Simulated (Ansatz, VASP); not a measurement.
# ZnS in VASP and in Ansatz

```
Zn S
1.0
     0.00000    2.72149    2.72149
     2.72149    0.00000    2.72149
     2.72149    2.72149    0.00000
Zn S
1 1
Direct
  0.50000 0.50000 0.50000
  0.25000 0.25000 0.25000
```

Alike in both runs: functional PBE; k mesh 8 × 8 × 8; occupations gaussian, width 0.02 eV; no spin polarisation.

Ansatz relaxed the structure, and its values are those at the end. VASP's run is a single point on that final structure, the one shown.

|  | VASP | Ansatz |
| --- | --- | --- |
| version | VASP 6.6.1 | Ansatz 0.2.0 |
| potentials or method | VASP PAW PBE potentials, release 64 (Zn, S), cutoff 520 eV | scalar-relativistic, plane waves, PAW |
| valence electrons in the cell | 18 | 18 |

VASP gave:

```
gap on the k mesh at the Fermi level (eV) : 2.02
least direct gap on the mesh (eV)         : 2.02
pressure (GPa)                            : 0.2
```

**Question.** Which values does Ansatz return?

**Answer.** gap on the k mesh at the Fermi level (eV): 2.02; least direct gap on the mesh (eV): 2.02; pressure (GPa): 0.0.

With one functional, cell and mesh, what is left measures potentials, basis and numerics.
